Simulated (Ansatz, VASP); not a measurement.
# One calculation of SnSe, two programs

File INCAR:

```
SYSTEM = SnSe
  PREC = Accurate
  ENCUT = 520
  EDIFF = 1E-6
  ISMEAR = 0
  SIGMA = 0.05
  LREAL = .FALSE.
  LASPH = .TRUE.
  NELM = 60
  ALGO = Normal
  ISIF = 2
  LWAVE = .FALSE.
  LCHARG = .FALSE.
  NBANDS = 17
```

The input KPOINTS:

```
regular mesh
0
G
  8 8 8
  0 0 0
```

File POSCAR:

```
SnSe
1.0
    0.0000000000      3.0100000000      3.0100000000
    3.0100000000      0.0000000000      3.0100000000
    3.0100000000      3.0100000000      0.0000000000
Sn Se
1 1
Direct
   -0.0332225914     -0.0332225914      0.0097306717
    0.5000000000      0.5000000000      0.5000000000
```

Input for Ansatz:

```yaml
crystal:
  lattice:
    - [0.0, 3.01, 3.01]
    - [3.01, 0.0, 3.01]
    - [3.01, 3.01, 0.0]
  atoms:
    - { symbol: Sn, position: [-0.0332225914, -0.0332225914, 0.0097306717] }
    - { symbol: Se, position: [0.5, 0.5, 0.5] }
basis:
  ecutwfc: 420
kpoints:
  mp_grid: { grid: [8, 8, 8] }
hamiltonian:
  xc: lda
scf:
  occupations: { method: gaussian, width: 0.05 }
output:
  forces: true
  stress: true
  eigenvalues: true
```

Alike in both runs: task single point; functional LDA; k mesh 8 × 8 × 8; occupations gaussian, width 0.05 eV; no spin polarisation.

```csv
,VASP,Ansatz
version,VASP 6.6.1,Ansatz 0.2.0
potentials or method,"VASP PAW LDA potentials, release 64 (Sn_d, Se), cutoff 520 eV","scalar-relativistic, plane waves, PAW"
valence electrons in the cell,20,30
```

```csv
,VASP,Ansatz,Ansatz less VASP
gap on the k mesh at the Fermi level (eV),0.57,0.55,-0.020
least direct gap on the mesh (eV),0.57,0.55,-0.020
pressure (GPa),-2.5,-2.6,-0.10
"traceless stress, the component that is largest in VASP (GPa)",0.66,0.65,-0.009
rms of the force components (eV/Å),0.052,0.046,-0.0065
```

LDA's correlation is that of Perdew and Zunger in VASP and of Perdew and Wang (1992) in Ansatz. Atom by atom the forces differ by 0.007 eV/Å (rms over components). VASP's potentials hold 20 valence electrons a cell and Ansatz's 30, so a difference there can come from the potentials and not from the codes.
